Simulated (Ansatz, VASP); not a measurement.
**Two plane-wave programs on CO**

```
CELL_PARAMETERS angstrom
0.00000 2.30046 2.30046
2.30046 0.00000 2.30046
2.30046 2.30046 0.00000
ATOMIC_POSITIONS crystal
C 0.00000 0.00000 0.00000
O 0.50000 0.50000 0.50000
```

Alike in both runs: task relaxation of cell and atoms; functional PBE; k mesh 6 × 6 × 6; occupations gaussian, width 0.1 eV; no spin polarisation.

```csv
,VASP,Ansatz
version,VASP 6.6.1,Ansatz 0.2.0
potentials or method,"VASP PAW PBE potentials, release 64 (C, O), cutoff 600 eV","scalar-relativistic, plane waves, PAW"
valence electrons in the cell,10,10
```

Ansatz gave:

```
gap on the k mesh at the Fermi level, each at its own relaxed structure (eV) : 1.12
relaxed volume (Å³/atom)                                                     : 7.80
relaxed length of the cell vector where the two differ most in proportion (Å)              : 2.804
```

Problem. Estimate VASP's values.

Solution. gap on the k mesh at the Fermi level, each at its own relaxed structure (eV): 1.13; relaxed volume (Å³/atom): 7.78; relaxed length of the cell vector where the two differ most in proportion (Å): 2.803.

Noted on VASP's run: the volume moved by over 15 % at a fixed basis, so the end points are rough.
